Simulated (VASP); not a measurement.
# AlCo (Pm-3m) in VASP: further runs

The runs below take AlCo through single point, with PBE, RPBE, PBEsol.

All numbers are computed with VASP 6.6.1; they aren't measurements. Logs are shortened: lines on timing, memory, paths and dates and some standing lists are left out, and cuts for length are marked.

## Step 1: The cell of the first run

It takes space group Pm-3m (No. 221, cubic). The conventional cell has a = 2.819 Å, b = 2.819 Å, c = 2.819 Å, α = 90.00°, β = 90.00°, γ = 90.00°. Co (site symmetry m-3m) has 8 Al at 2.44 Å and 6 Co at 2.82 Å within 3.2 Å. Within 3.2 Å of Al (site symmetry m-3m) lie 8 Co at 2.44 Å and 6 Al at 2.82 Å.

## Step 2: Single point, PBE, collinear spin, ferromagnetic start

File INCAR:

```
SYSTEM = AlCo
PREC = Accurate ; ENCUT = 600
EDIFF = 1E-6 ; ISMEAR = -1
SIGMA = 0.05 ; LREAL = .FALSE.
LASPH = .TRUE. ; NELM = 200
ALGO = Normal ; ISIF = 2
LWAVE = .FALSE. ; LCHARG = .FALSE.
ISPIN = 2 ; MAGMOM = 1.5 0
LORBIT = 11 ; NUPDOWN = 1.5
LMAXMIX = 4 ; GGA = PE
NBANDS = 21 ; GGA_COMPAT = .FALSE.
```

File KPOINTS:

```
Automatic mesh
0
G
  8 8 8
  0 0 0
```

File POSCAR:

```
AlCo
1.0
    2.8194032100      0.0000000000      0.0000000000
    0.0000000000      2.8194032100      0.0000000000
    0.0000000000      0.0000000000      2.8194032100
Co Al
1 1
Direct
    0.5000000000      0.5000000000      0.5000000000
    0.0000000000      0.0000000000      0.0000000000
```

Potentials or basis: VASP PAW PBE potentials, release 64 (Co_sv, Al).

The run is started by

```
$ cat potpaw_PBE.64/Co_sv/POTCAR potpaw_PBE.64/Al/POTCAR > POTCAR
$ mpirun -np 1 vasp_std > vasp.out
```

OUTCAR:

```text
SYSTEM = AlCo
   PREC = Accurate
   ENCUT = 600
   EDIFF = 1E-6
   ISMEAR = -1
   LREAL = .FALSE.
   LASPH = .TRUE.
   NELM = 200
   ISIF = 2
   ISPIN = 2
   LORBIT = 11
   NUPDOWN = 1.5
   GGA = PE

 ion  position               nearest neighbor table
   1  0.500  0.500  0.500-   2 2.44   2 2.44   2 2.44   2 2.44   2 2.44   2 2.44   2 2.44   2 2.44

   2  0.000  0.000  0.000-   1 2.44   1 2.44   1 2.44   1 2.44   1 2.44   1 2.44   1 2.44   1 2.44

  LATTYP: Found a simple cubic cell.
 ALAT       =     2.8194032100

  Lattice vectors:

 A1 = (   2.8194032100,   0.0000000000,   0.0000000000)
 A2 = (   0.0000000000,   2.8194032100,   0.0000000000)
 A3 = (   0.0000000000,   0.0000000000,   2.8194032100)

Analysis of symmetry for initial positions (statically):
=====================================================================
 Subroutine PRICEL returns:
 Original cell was already a primitive cell.

 Routine SETGRP: Setting up the symmetry group for a
 simple cubic supercell.

 Subroutine GETGRP returns: Found 48 space group operations
 (whereof 48 operations were pure point group operations)
 out of a pool of 48 trial point group operations.

The static configuration has the point symmetry O_h .

Analysis of symmetry for dynamics (positions and initial velocities):
=====================================================================
 Subroutine PRICEL returns:
 Original cell was already a primitive cell.

 Routine SETGRP: Setting up the symmetry group for a
 simple cubic supercell.

 Subroutine GETGRP returns: Found 48 space group operations
 (whereof 48 operations were pure point group operations)
 out of a pool of 48 trial point group operations.

The dynamic configuration has the point symmetry O_h .

Analysis of structural, dynamic, and magnetic symmetry:
=====================================================================
 Subroutine PRICEL returns:
 Original cell was already a primitive cell.

 Routine SETGRP: Setting up the symmetry group for a
 simple cubic supercell.

 Subroutine GETGRP returns: Found 48 space group operations
 (whereof 48 operations were pure point group operations)
 out of a pool of 48 trial point group operations.

The overall configuration has the point symmetry O_h .

 Subroutine INISYM returns: Found 48 space group operations
 (whereof 48 operations are pure point group operations),
 and found     1 'primitive' translations

----------------------------------------------------------------------------------------

                                     Primitive cell

  volume of cell :      22.4115

  direct lattice vectors                    reciprocal lattice vectors
     2.819403210  0.000000000  0.000000000     0.354684990  0.000000000  0.000000000
     0.000000000  2.819403210  0.000000000     0.000000000  0.354684990  0.000000000
     0.000000000  0.000000000  2.819403210     0.000000000  0.000000000  0.354684990

  length of vectors
     2.819403210  2.819403210  2.819403210     0.354684990  0.354684990  0.354684990

  position of ions in fractional coordinates (direct lattice)
     0.500000000  0.500000000  0.500000000
     0.000000000  0.000000000  0.000000000

  ion indices of the primitive-cell ions
   primitive index   ion index
                 1           1
                 2           2

----------------------------------------------------------------------------------------

 KPOINTS: Automatic mesh

Automatic generation of k-mesh.
 Grid dimensions read from file:
 generate k-points for:    8    8    8

 Generating k-lattice:

  Cartesian coordinates                     Fractional coordinates (reciprocal lattice)
     0.044335624  0.000000000  0.000000000     0.125000000  0.000000000  0.000000000
     0.000000000  0.044335624  0.000000000     0.000000000  0.125000000  0.000000000
     0.000000000  0.000000000  0.044335624     0.000000000  0.000000000  0.125000000

  Length of vectors
     0.044335624  0.044335624  0.044335624

  Shift w.r.t. Gamma in fractional coordinates (k-lattice)
     0.000000000  0.000000000  0.000000000

 Subroutine IBZKPT returns following result:
 ===========================================

 Found     35 irreducible k-points:

 Following reciprocal coordinates:
            Coordinates               Weight
  0.000000  0.000000  0.000000      1.000000
  0.125000  0.000000  0.000000      6.000000
  0.250000  0.000000  0.000000      6.000000
  0.375000  0.000000  0.000000      6.000000
  0.500000  0.000000  0.000000      3.000000
  0.125000  0.125000  0.000000     12.000000
[... 16 lines left out ...]
  0.375000  0.375000  0.125000     24.000000
  0.500000  0.375000  0.125000     24.000000
 [... further k-points ...]
   k-points           NKPTS =     35   k-points in BZ     NKDIM =     35   number of bands    NBANDS=     21
   number of dos      NEDOS =    301   number of ions     NIONS =      2
   total plane-waves  NPLWV =  13824
   dimension x,y,z NGX =    24 NGY =   24 NGZ =   24
   dimension x,y,z NGXF=    48 NGYF=   48 NGZF=   48
   ions per type =               1   1
   NGX,Y,Z   is equivalent  to a cutoff of  14.15, 14.15, 14.15 a.u.
   NGXF,Y,Z  is equivalent  to a cutoff of  28.30, 28.30, 28.30 a.u.
 SYSTEM =  AlCo
   PREC   = accura    normal or accurate (medium, high low for compatibility)
   ISTART =      0    job   : 0-new  1-cont  2-samecut
   ICHARG =      2    charge: 1-file 2-atom 10-const
   ISPIN  =      2    spin polarized calculation?
   LNONCOLLINEAR =      F non collinear calculations
   LSORBIT =      F    spin-orbit coupling
   LASPH  =      T    aspherical Exc in radial PAW
   ENCUT  =  600.0 eV  44.10 Ry    6.64 a.u.   5.63  5.63  5.63*2*pi/ulx,y,z
   NELM   =    200;   NELMIN=  2; NELMDL= -5     # of ELM steps
   EDIFF  = 0.1E-05   stopping-criterion for ELM
   LREAL  =      F    real-space projection
   EDIFFG = 0.1E-04   stopping-criterion for IOM
   NSW    =      0    number of steps for IOM
   IBRION =     -1    ionic relax: 0-MD 1-quasi-New 2-CG
   NFREE  =      0    steps in history (QN), initial steepest desc. (CG)
   ISIF   =      2    stress and relaxation
   ISYM   =      2    0-nonsym 1-usesym 2-fastsym
   POTIM  = 0.5000    time-step for ionic-motion
   TEBEG  =    0.0;   TEEND  =   0.0 temperature during run
   PSTRESS=    0.0 pullay stress
   NELECT =      20.0000    total number of electrons
   NUPDOWN=       1.5000    fix difference up-down
   EMIN   =  10.00;   EMAX   =-10.00  energy-range for DOS
   EFERMI =   0.00;   METHOD = LEGACY
   ISMEAR =    -1;   SIGMA  =   0.05  broadening in eV -4-tet -1-fermi 0-gaus
   EFERMI_NEDOS =   21; number of points for ismear=-14 and -15
   IALGO  =     38    algorithm
   IMIX   =      4    mixing-type and parameters
     AMIX     =   0.40;   BMIX     =  1.00
     AMIX_MAG =   1.60;   BMIX_MAG =  1.00
  volume/ion in A,a.u.               =      11.21        75.62
  Fermi-wavevector in a.u.,A,eV,Ry     =   1.576138  2.978469 33.799753  2.484212
  Thomas-Fermi vector in A             =   2.677017
   LORBIT       =     11    0 simple, 1 ext, 2 COOP (PROOUT), +10 PAW based schemes
   GGA     = PE    functional components
   LHFCALC =     F    Hartree Fock is set to
   AEXX    =    0.0000 exact exchange contribution
   IVDW    =     0    specifies the selected vdW correction
   LEPSILON=     F    determine dielectric tensor
   LRPA    =     F    only Hartree local field effects (RPA)
 spin polarized calculation
  energy-cutoff  :      600.00
  volume of cell :       22.41
 maximum number of plane-waves:       768
 NGX is ok and might be reduce to    24
   NGX = 11   NGY = 11   NGZ = 11

 number of electron      19.9999954 magnetization       1.4999991

 Free energy of the ion-electron system (eV)
  ---------------------------------------------------
  ext. energy  EPLUGINS =         0.00000000
  ---------------------------------------------------
  free energy    TOTEN  =       -11.40020096 eV

  energy without entropy =      -11.38126419  energy(sigma->0) =      -11.39073258

 E-fermi :  11.1045     XC(G=0): -12.6692

 val. band max:       12.9509124086   @ k =   0.2500   0.0000   0.0000
 cond. band min:      11.1046683232   @ k =   0.2500   0.1250   0.1250
 fundamental gap:     -1.8462440854
 Fermi energy:        13.0800241606

 spin component 1

 k-point     1 :       0.0000    0.0000    0.0000
  band No.  band energies     occupation
      1     -83.9677      1.00000
      2     -47.2266      1.00000
      3     -47.2266      1.00000
      4     -47.2266      1.00000
      5       0.4585      1.00000
      6       7.9562      1.00000
[... 13 lines left out ...]
     20      35.6954      0.00000
     21      35.6954      0.00000

 k-point     2 :       0.1250    0.0000    0.0000
  band No.  band energies     occupation
      1     -83.9672      1.00000
      2     -47.2336      1.00000
      3     -47.2262      1.00000
      4     -47.2262      1.00000
      5       0.7609      1.00000
      6       7.9549      1.00000
[... 520 lines left out ...]
 k-point    24 :       0.5000    0.3750    0.1250
  band No.  band energies     occupation
      1     -83.9609      1.00000
      2     -47.2681      1.00000
      3     -47.2605      1.00000
      4     -47.2268      1.00000
      5       6.0520      1.00000
      6       7.3790      1.00000
[... 13 lines left out ...]
     20      33.6499      0.00000
     21      36.8446      0.00000

 [... further k-points ...]

 spin component 2

 k-point     1 :       0.0000    0.0000    0.0000
  band No.  band energies     occupation
      1     -82.3856      1.00000
      2     -45.6841      1.00000
      3     -45.6841      1.00000
      4     -45.6841      1.00000
      5       0.6457      1.00000
      6       9.2342      1.00000
[... 13 lines left out ...]
     20      35.8317      0.00000
     21      35.8317      0.00000

 k-point     2 :       0.1250    0.0000    0.0000
  band No.  band energies     occupation
      1     -82.3851      1.00000
      2     -45.6916      1.00000
      3     -45.6836      1.00000
      4     -45.6836      1.00000
      5       0.9480      1.00000
      6       9.1621      1.00000
[... 520 lines left out ...]
 k-point    24 :       0.5000    0.3750    0.1250
  band No.  band energies     occupation
      1     -82.3785      1.00000
      2     -45.7285      1.00000
      3     -45.7204      1.00000
      4     -45.6841      1.00000
      5       6.4686      1.00000
      6       7.8377      1.00000
[... 13 lines left out ...]
     20      33.8143      0.00000
     21      36.9126      0.00000

 [... further k-points ...]
[... 5 lines left out ...]
  --------------------------------------------------------------------------------------
  -------------------------------------------------------------------------------------
  Total        2.3798391      2.3798391      2.3798391     -0.0000000     -0.0000000      0.0000000
  in kB      170.1322338    170.1322338    170.1322338     -0.0000000     -0.0000000      0.0000000
  external PRESSURE =     170.1322338 kB  Pullay stress =       0.0000000 kB

 VOLUME and BASIS-vectors are now :
 -----------------------------------------------------------------------------
  energy-cutoff  :      600.00
  volume of cell :       22.41
      direct lattice vectors                 reciprocal lattice vectors
     2.819403210  0.000000000  0.000000000     0.354684990  0.000000000  0.000000000
     0.000000000  2.819403210  0.000000000     0.000000000  0.354684990  0.000000000
     0.000000000  0.000000000  2.819403210     0.000000000  0.000000000  0.354684990

 POSITION                                       TOTAL-FORCE (eV/Angst)
 -----------------------------------------------------------------------------------
      1.40970      1.40970      1.40970         0.000000      0.000000      0.000000
      0.00000      0.00000      0.00000         0.000000      0.000000      0.000000
 -----------------------------------------------------------------------------------
    total drift:                                0.000000      0.000000     -0.000000

  FREE ENERGIE OF THE ION-ELECTRON SYSTEM (eV)
  ---------------------------------------------------
  free  energy   TOTEN  =       -11.4002009623 eV

  energy  without entropy=      -11.3812641881  energy(sigma->0) =      -11.39073258

 total charge

# of ion       s       p       d       tot
------------------------------------------
    1        2.233   6.129   6.813  15.175
    2        0.398   0.465   0.000   0.863
--------------------------------------------------
tot          2.631   6.594   6.813  16.038

 magnetization (x)

# of ion       s       p       d       tot
------------------------------------------
    1        0.016   0.027   1.300   1.343
    2       -0.003   0.016   0.000   0.013
--------------------------------------------------
tot          0.013   0.043   1.300   1.356
```

Run time: 21 s. Hardware: 1 thread of Intel Xeon Platinum 8488C (Sapphire Rapids), shared host; peak memory 0.16 GiB.

What came out:

- Free energy: -11.4002 eV
- Pressure: 17.0 GPa
- Net moment: 1.50 μB per cell
- Site moments: Co +1.34; Al +0.01 μB
- Valence electrons inside the program's atomic spheres: Co 15.18; Al 0.86

Caveat: the total moment is fixed, so each spin has its own Fermi level.

## Step 3: Single point, PBE, collinear spin, ferromagnetic start

File INCAR:

```
SYSTEM = AlCo
ALGO = Normal
EDIFF = 1E-6
ENCUT = 600
GGA = PE
GGA_COMPAT = .False.
ISIF = 2
ISMEAR = 0
ISPIN = 2
LASPH = .True.
LCHARG = .False.
LMAXMIX = 4
LORBIT = 11
LREAL = .False.
LWAVE = .False.
MAGMOM = 2 0
NBANDS = 17
NELM = 200
PREC = Accurate
SIGMA = 0.1
```

File KPOINTS:

```
k-points
0
Gamma
  9 9 9
  0 0 0
```

POSCAR is that of step 2.

Potentials or basis: VASP PAW PBE potentials, release 64 (Co, Al).

The run is started by

```
$ cat potpaw_PBE.64/Co/POTCAR potpaw_PBE.64/Al/POTCAR > POTCAR
$ mpirun -np 1 vasp_std > vasp.out
```

OUTCAR:

```text
SYSTEM = AlCo
   EDIFF = 1E-6
   ENCUT = 600
   GGA = PE
   ISIF = 2
   ISMEAR = 0
   ISPIN = 2
   LASPH = .True.
   LORBIT = 11
   LREAL = .False.
   NELM = 200
   PREC = Accurate

 ion  position               nearest neighbor table
   1  0.500  0.500  0.500-   2 2.44   2 2.44   2 2.44   2 2.44   2 2.44   2 2.44   2 2.44   2 2.44

   2  0.000  0.000  0.000-   1 2.44   1 2.44   1 2.44   1 2.44   1 2.44   1 2.44   1 2.44   1 2.44

  LATTYP: Found a simple cubic cell.
 ALAT       =     2.8194032100

  Lattice vectors:

 A1 = (   2.8194032100,   0.0000000000,   0.0000000000)
 A2 = (   0.0000000000,   2.8194032100,   0.0000000000)
 A3 = (   0.0000000000,   0.0000000000,   2.8194032100)

Analysis of symmetry for initial positions (statically):
=====================================================================
 Subroutine PRICEL returns:
 Original cell was already a primitive cell.

 Routine SETGRP: Setting up the symmetry group for a
 simple cubic supercell.

 Subroutine GETGRP returns: Found 48 space group operations
[... 675 lines left out ...]
 k-point     1 :       0.0000    0.0000    0.0000
  band No.  band energies     occupation
      1      -0.2810      1.00000
      2       7.9113      1.00000
      3       7.9113      1.00000
      4      10.1380      1.00000
      5      10.1380      1.00000
      6      10.1380      1.00000
[... 459 lines left out ...]
      6       9.7504      1.00000
[... 9 lines left out ...]
     16      33.0114      0.00000
     17      34.5748      0.00000

 [... further k-points ...]
[... 5 lines left out ...]
  --------------------------------------------------------------------------------------
  -------------------------------------------------------------------------------------
  Total        0.9153806      0.9153806      0.9153806      0.0000000     -0.0000000      0.0000000
  in kB       65.4396096     65.4396096     65.4396096      0.0000000     -0.0000000      0.0000000
  external PRESSURE =      65.4396096 kB  Pullay stress =       0.0000000 kB

 VOLUME and BASIS-vectors are now :
 -----------------------------------------------------------------------------
  energy-cutoff  :      600.00
  volume of cell :       22.41
      direct lattice vectors                 reciprocal lattice vectors
     2.819403210  0.000000000  0.000000000     0.354684990  0.000000000  0.000000000
     0.000000000  2.819403210  0.000000000     0.000000000  0.354684990  0.000000000
     0.000000000  0.000000000  2.819403210     0.000000000  0.000000000  0.354684990

 POSITION                                       TOTAL-FORCE (eV/Angst)
 -----------------------------------------------------------------------------------
      1.40970      1.40970      1.40970         0.000000      0.000000      0.000000
      0.00000      0.00000      0.00000         0.000000      0.000000      0.000000
 -----------------------------------------------------------------------------------
    total drift:                                0.000000     -0.000000     -0.000000

  FREE ENERGIE OF THE ION-ELECTRON SYSTEM (eV)
  ---------------------------------------------------
  free  energy   TOTEN  =       -11.9785173741 eV

  energy  without entropy=      -11.9764907039  energy(sigma->0) =      -11.97750404

 total charge

# of ion       s       p       d       tot
------------------------------------------
    1        0.446   0.534   7.533   8.513
    2        0.399   0.443   0.000   0.842
--------------------------------------------------
tot          0.845   0.978   7.533   9.355

 magnetization (x)

# of ion       s       p       d       tot
------------------------------------------
    1       -0.000  -0.000   0.001   0.001
    2       -0.000  -0.000   0.000  -0.000
--------------------------------------------------
tot         -0.000  -0.000   0.001   0.000
```

Run time: 14 s. Hardware: 1 thread of Intel Xeon Platinum 8375C at 2.90GHz (Ice Lake), shared host; peak memory 0.16 GiB.

What came out:

| Property | Result |
| --- | --- |
| Free energy | -11.9785 eV |
| Pressure | 6.5 GPa |
| Band gap on the k mesh | zero (filled and empty bands overlap) |
| Net moment | 0.00 μB per cell |
| Valence electrons inside the program's atomic spheres | Co 8.51; Al 0.84 |

Levels at points of the mesh, in eV from the Fermi level:
Spin up:
```
           k point  band 4  band 5  band 6  band 7  band 8  band 9
(0.00, 0.00, 0.00)   -0.88   -0.88   -0.88    6.13    6.13    6.13
```
Spin down:
```csv
k point,band 2,band 3,band 4,band 5,band 6,band 7,band 8,band 9,band 10,band 11
"(0.00, 0.00, 0.00)",-3.11,-3.11,-0.88,-0.88,-0.88,6.13,6.13,6.13,8.87,8.87
```

Caveat: the starting moments collapsed, and a magnetic state may lie lower.

(Part 1 of 2 ends here.)
